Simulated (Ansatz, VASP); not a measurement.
Two plane-wave programs on Sr

INCAR

```
SYSTEM = Sr
  PREC = Accurate
  ENCUT = 500
  EDIFF = 1E-7
  ISMEAR = 0
  SIGMA = 0.01
  LREAL = .FALSE.
  LASPH = .TRUE.
  NELM = 120
  ALGO = Normal
  ISIF = 3
  LWAVE = .FALSE.
  LCHARG = .FALSE.
  IBRION = 2
  NSW = 100
  EDIFFG = -0.002
  GGA_COMPAT = .FALSE.
  NELMIN = 4
```

File KPOINTS:

```
Automatic mesh
0
G
  8 8 8
  0 0 0
```

Contents of POSCAR:

```
Sr
1.0
    0.0000000000      3.0336031300      3.0336031300
    3.0336031300      0.0000000000      3.0336031300
    3.0336031300      3.0336031300      0.0000000000
Sr
1
Direct
    0.0000000000      0.0000000000      0.0000000000
```

Input for Ansatz:

```yaml
crystal:
  lattice:
    - [0.0, 3.03360313, 3.03360313]
    - [3.03360313, 0.0, 3.03360313]
    - [3.03360313, 3.03360313, 0.0]
  atoms:
    - { symbol: Sr, position: [0.0, 0.0, 0.0] }
basis:
  ecutwfc: 420
kpoints:
  mp_grid: { grid: [8, 8, 8] }
hamiltonian:
  xc: lda
  pseudopotentials: { kind: paw, azcp: { folder: soft_1 } }
scf:
  occupations: { method: gaussian, width: 0.01 }
output:
  forces: true
  stress: true
  eigenvalues: true
relax:
  adjacent_minimum: "off"
  f_tol: 0.002
  max_steps: 80
  cell: { stress_tol: 0.02 }
```

Alike in both runs: task relaxation of cell and atoms; functional LDA; k mesh 8 × 8 × 8; occupations gaussian, width 0.01 eV; no spin polarisation.

```csv
,VASP,Ansatz
version,VASP 6.6.1,Ansatz 0.2.0
potentials or method,"VASP PAW LDA potentials, release 64 (Sr_sv), cutoff 500 eV","scalar-relativistic, plane waves, PAW"
valence electrons in the cell,10,10
```

```csv
,VASP,Ansatz,Ansatz less VASP
"gap on the k mesh at the Fermi level, each at its own relaxed structure (eV)",0.15,0.14,-0.010
relaxed volume (Å³/atom),48.38,48.39,+0.005
relaxed length of the cell vector where the two differ most in proportion (Å),4.090,4.090,+0.0001
```

Ansatz warns that its potentials were made for another functional, while VASP's fit it. LDA's correlation is that of Perdew and Zunger in VASP and of Perdew and Wang (1992) in Ansatz.
